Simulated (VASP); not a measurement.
The system is BeTe.

```
Be Te
1.0
     0.00000    2.82862    2.82862
     2.82862    0.00000    2.82862
     2.82862    2.82862    0.00000
Be Te
1 1
Direct
  0.00000 0.00000 0.00000
  0.25000 0.25000 0.25000
```

Base run:

| Quantity | Value |
| --- | --- |
| Program | VASP 6.6.1 |
| Functional | PBE |
| Potentials or basis | VASP PAW PBE potentials, release 64 (Be, Te) |
| Cutoff | 600 eV |
| k mesh | 6 × 6 × 6 |
| Occupations | methfessel-paxton, width 0.2 eV |
| Spin | no spin polarisation |

Its results: band gap on the k mesh 2.01 eV, indirect (least direct gap 3.62 eV); pressure 0.4 GPa.

Task: The run is repeated on the same cell with these changes: functional from PBE to PBEsol; occupations from methfessel-paxton, width 0.2 eV to gaussian, width 0.01 eV. What comes out?

Result: Band gap on the k mesh 1.88 eV, indirect (least direct gap 3.61 eV); pressure -1.3 GPa.

Caveats: spin-orbit coupling is left out, which moves the levels of the heavy elements; the PAW data sets were made with another functional, which shifts forces and pressure a little (some runs).

A k mesh can miss the band edges.
